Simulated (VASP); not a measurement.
Set up this calculation in VASP 6.6.1, as the native input.

* Task: single point
* Functional: PBEsol
* Potentials or basis: VASP PAW PBE potentials, release 64 (Nd, Si)
* Cutoff: 520 eV
* k mesh: 8 × 8 × 8
* Occupations: gaussian, width 0.05 eV
* Spin: collinear spin, ferromagnetic start
* Starting moments: [3.0, 0.0, 0.0, 0.0] μB
* Dipole correction: no
* Further INCAR settings: ALGO = Normal; EDIFF = 1e-07; NBANDS = 25

The structure of NdSi3 lies in POSCAR:

```
NdSi3
1.0
    4.2348944718      0.0000000000      0.0000000000
    0.0000000000      4.2348944718      0.0000000000
    0.0000000000      0.0000000000      4.2348944718
Nd Si
1 3
Direct
    0.0000000000      0.0000000000      0.0000000000
    0.0000000000      0.5000000000      0.5000000000
    0.5000000000      0.5000000000      0.0000000000
    0.5000000000      0.0000000000      0.5000000000
```

One way to write it, as run:

INCAR

```
ALGO = Normal
EDIFF = 1E-7
ENCUT = 520
GGA = PS
ISIF = 2
ISMEAR = 0
ISPIN = 2
LASPH = True
LCHARG = True
LELF = True
LMAXMIX = 6
LORBIT = 11
LREAL = False
LVHAR = True
LWAVE = False
MAGMOM = 3 0 0 0
NBANDS = 25
NELM = 150
PREC = Accurate
SIGMA = 0.05
```

KPOINTS

```
k-points
0
Gamma
  8 8 8
```

Potentials or basis: VASP PAW PBE potentials, release 64 (Nd, Si).

Command:

```sh
$ cat potpaw_PBE.64/Nd/POTCAR potpaw_PBE.64/Si/POTCAR > POTCAR
$ mpirun -np 1 vasp_std > vasp.out
```

Results of the run:

```yaml
Pressure: -11.4 GPa
Net_moment: -0.06 μB per cell
Site_moments: Nd -0.05; Si +0.01 μB
Valence_electrons_inside_the_program's_atomic_spheres: Nd 11.06; Si 1.55
```

Caveat: the magnetic or orbital state may not be the lowest; the cell stands under tension; the PAW data sets were made with another functional, which shifts forces and pressure a little.

Wall time 10 min on 1 thread of Intel Xeon 8259CL (shared host), peak memory 0.28 GiB.
